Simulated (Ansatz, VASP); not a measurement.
**LiCl: VASP beside Ansatz**

INCAR

```
SYSTEM = LiCl
  ALGO = Normal
  EDIFF = 1E-6
  ENCUT = 520
  GGA = PE
  ISIF = 2
  ISMEAR = 0
  LASPH = .TRUE.
  LCHARG = .FALSE.
  LREAL = .FALSE.
  LWAVE = .FALSE.
  NBANDS = 12
  NELM = 60
  PREC = Accurate
  SIGMA = 0.01
```

Contents of KPOINTS:

```
k-points
0
G
  6 6 6
  0 0 0
```

Contents of POSCAR:

```
LiCl
1.0
    0.0000000000      2.7574202012      2.7574202012
    2.7574202012      0.0000000000      2.7574202012
    2.7574202012      2.7574202012      0.0000000000
Li Cl
1 1
Direct
    0.0000000000      0.0000000000      0.0000000000
    0.2500000000      0.2500000000      0.2500000000
```

Input for Ansatz:

```yaml
crystal:
  lattice:
    - [0.0, 2.7574202012, 2.7574202012]
    - [2.7574202012, 0.0, 2.7574202012]
    - [2.7574202012, 2.7574202012, 0.0]
  atoms:
    - { symbol: Li, position: [0.0, 0.0, 0.0] }
    - { symbol: Cl, position: [0.25, 0.25, 0.25] }
kpoints:
  mp_grid: { grid: [6, 6, 6] }
hamiltonian:
  xc: pbe
scf:
  occupations: { method: fixed }
  n_extra_bands: 4
output:
  forces: true
  stress: true
  eigenvalues: true
```

Alike in both runs: task single point; functional PBE; k mesh 6 × 6 × 6; no spin polarisation.

|  | VASP | Ansatz |
| --- | --- | --- |
| version | VASP 6.6.1 | Ansatz 0.2.0 |
| potentials or method | VASP PAW PBE potentials, release 64 (Li_sv, Cl) | plane waves, PAW |
| plane-wave cutoff (eV) | 520 | 420 |
| occupations | gaussian, width 0.01 eV | fixed |
| valence electrons in the cell | 10 | 10 |

|  | VASP | Ansatz | Ansatz less VASP |
| --- | --- | --- | --- |
| gap on the k mesh at the Fermi level (eV) | 5.96 | 5.96 | -0.006 |

Noted on VASP's run: the cutoff is short for stress, so the pressure is rough.
